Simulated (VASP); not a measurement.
Set up this calculation in VASP 6.6.1, as the native input.

* Task: single point
* Functional: PBE
* Potentials or basis: VASP PAW PBE potentials, release 64 (Te, Pt, Se)
* Cutoff: 520 eV
* k mesh: 3 × 3 × 3
* Occupations: gaussian, width 0.1 eV
* Spin: collinear spin, ferromagnetic start
* Starting moments: [0.0, 0.0, 0.0, 1.0, 1.0, 0.0] μB
* Dipole correction: no
* Further INCAR settings: ALGO = Normal; EDIFF = 1e-07; NBANDS = 35

The structure of Te3Pt2Se lies in POSCAR:

```
Te3Pt2Se
1.0
    3.2976311100      1.9038882100      5.2850393200
   -3.2976311100      1.9038882100      5.2850393200
    0.0000000000     -3.8077764200      5.2850393200
Te Pt Se
3 2 1
Direct
    0.5000000000      0.5000000000      0.0000000000
    0.0000000000      0.5000000000      0.5000000000
    0.5000000000      0.0000000000      0.5000000000
    0.7576956800      0.7576956800      0.7576956800
    0.2423043200      0.2423043200      0.2423043200
    0.5000000000      0.5000000000      0.5000000000
```

These files were run (other wordings do the same):

INCAR

```
ALGO = Normal
EDIFF = 1E-7
ENCUT = 520
GGA = PE
ISIF = 2
ISMEAR = 0
ISPIN = 2
LASPH = T
LCHARG = F
LMAXMIX = 4
LORBIT = 11
LREAL = F
LWAVE = F
MAGMOM = 0 0 0 1 1 0
NBANDS = 35
NELM = 150
PREC = Accurate
SIGMA = 0.1
```

KPOINTS

```
k-points
0
Gamma
  3 3 3
```

Potentials or basis: VASP PAW PBE potentials, release 64 (Te, Pt, Se).

The run is started by

```console
$ cat potpaw_PBE.64/Te/POTCAR potpaw_PBE.64/Pt/POTCAR potpaw_PBE.64/Se/POTCAR > POTCAR
$ mpirun -np 1 vasp_std > vasp.out
```

Results of the run:

- Pressure: 12.3 GPa
- Largest force: 5.088 eV/Å
- Band gap on the k mesh: zero (filled and empty bands overlap)
- Net moment: 0.00 μB per cell
- Valence electrons inside the program's atomic spheres: Te 3.39; Pt 9.62; Se 3.66

Caveat: the k points lie up to 0.39 Å⁻¹ apart; spin-orbit coupling is left out, which moves the levels of the heavy elements; forces of over 1 eV/Å act on the atoms, so gaps and moduli don't describe the material at rest.

Wall time 85 s on 1 thread of AMD EPYC 9R45 96-Core Processor (Zen 5), on a shared host, peak memory 0.4 GiB.
